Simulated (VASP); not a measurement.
**C: single point with PBE+D3(BJ)**

Slab: C, a slab with vacuum.

```xyz
4
Lattice="2.4657 0.0000 0.0000 -1.2328 2.1353 0.0000 0.0000 0.0000 17.5001" Properties=species:S:1:pos:R:3 pbc="T T T"
C     1.2328    0.7118    4.5000
C     0.0000    1.4235    4.5000
C     0.6164    1.7794    8.1101
C    -0.6164    2.4912    8.1100
```

| Quantity | Value |
| --- | --- |
| Program | VASP 6.6.1 |
| Task | single point |
| Functional | PBE |
| Dispersion | D3(BJ) |
| Potentials or basis | VASP PAW PBE potentials, release 64 (C) |
| Cutoff | 520 eV |
| k mesh | 15 × 15 × 1 |
| Occupations | gaussian, width 0.1 eV |
| Spin | no spin polarisation |

```yaml
Largest_force: 0.020 eV/Å
Band_gap_on_the_k_mesh: 0.14 eV, direct
Dispersion_energy_per_atom: -0.114 eV
```

Forces on the atoms (eV/Å):
```
C   -0.001 -0.001  0.020
C    0.001  0.001  0.020
C   -0.001 -0.001 -0.020
C    0.001  0.001 -0.020
```

Levels at points of the mesh, in eV from the valence-band top:
```
           k point  band 6  band 7  band 8  band 9  band 10  band 11
(0.00, 0.00, 0.00)   -2.96   -2.96   -2.96    3.42     3.91     4.78
```

Run time: 3.9 min on 1 thread of AMD EPYC 7R13 (shared host), peak memory 0.21 GiB.
